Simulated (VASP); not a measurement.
**SnO2: single point with r2SCAN**

Crystal: SnO2.

```
Sn O
1.0
     4.47423    0.00000    0.00000
     0.00000    5.04566    0.00000
     0.00000    0.00000    3.20071
Sn O
2 4
Direct
  0.50000 0.50000 0.50000
  0.00000 0.00000 0.00000
  0.30586 0.30596 0.00000
  0.80586 0.19404 0.50000
  0.19414 0.80596 0.50000
  0.69414 0.69404 0.00000
```

This cell differs from its parent crystal: strain -0.0600 x Voigt [1, -1, 0, 0, 0, 0].

```
Program                : VASP 6.6.1
Task                   : single point
Functional             : r2SCAN
Potentials or basis    : VASP PAW PBE potentials, release 64 (Sn_d, O)
Cutoff                 : 520 eV
k mesh                 : 6 × 6 × 8
Occupations            : gaussian, width 0.05 eV
Spin                   : no spin polarisation
Dipole correction      : no
Further INCAR settings : ALGO = Normal; EDIFF = 1e-07; NBANDS = 35
```

```json
{
 "Pressure": "1.1 GPa",
 "Largest force": "0.107 eV/Å",
 "Band gap on the k mesh": "1.71 eV, direct"
}
```

Forces in eV/Å, atoms in the order of the input:
```
Sn   0.000  0.000  0.000
Sn   0.000  0.000  0.000
O   -0.046  0.097  0.000
O   -0.046 -0.097  0.000
O    0.046  0.097  0.000
O    0.046 -0.097  0.000
```

Stress tensor (GPa, compression positive):
```
 6.29  0.00  0.00
 0.00 -4.87  0.00
 0.00  0.00  1.97
```

Levels at points of the mesh, in eV from the valence-band top:
```tsv
k point	band 24	band 25	band 26	band 27	band 28	band 29
(0.00, 0.00, 0.00)	-1.02	-0.49	0.00	1.71	6.74	6.76
(0.50, 0.00, 0.00)	-1.25	-0.86	-0.86	4.98	4.98	7.75
(0.00, 0.50, 0.00)	-1.10	-0.42	-0.42	4.91	4.91	7.77
(0.50, 0.50, 0.00)	-1.32	-0.95	-0.95	5.39	5.39	8.08
(0.00, 0.00, 0.50)	-1.69	-1.28	-1.28	6.73	6.73	10.41
(0.50, 0.00, 0.50)	-0.87	-0.56	-0.56	7.05	7.05	8.72
(0.00, 0.50, 0.50)	-1.34	-0.81	-0.81	6.95	6.95	8.70
(0.50, 0.50, 0.50)	-0.92	-0.83	-0.83	5.44	5.44	9.22
```

Run time: 8.6 min on 1 thread of Intel(R) Xeon(R) Platinum 8488C (Sapphire Rapids), on a shared host, peak memory 0.3 GiB.

Caveat: the cell differs from its parent crystal (strain -0.0600 x Voigt [1, -1, 0, 0, 0, 0]); the PAW data sets were made with another functional, which shifts forces and pressure a little; spin-orbit coupling is left out, which moves the levels of the heavy elements.
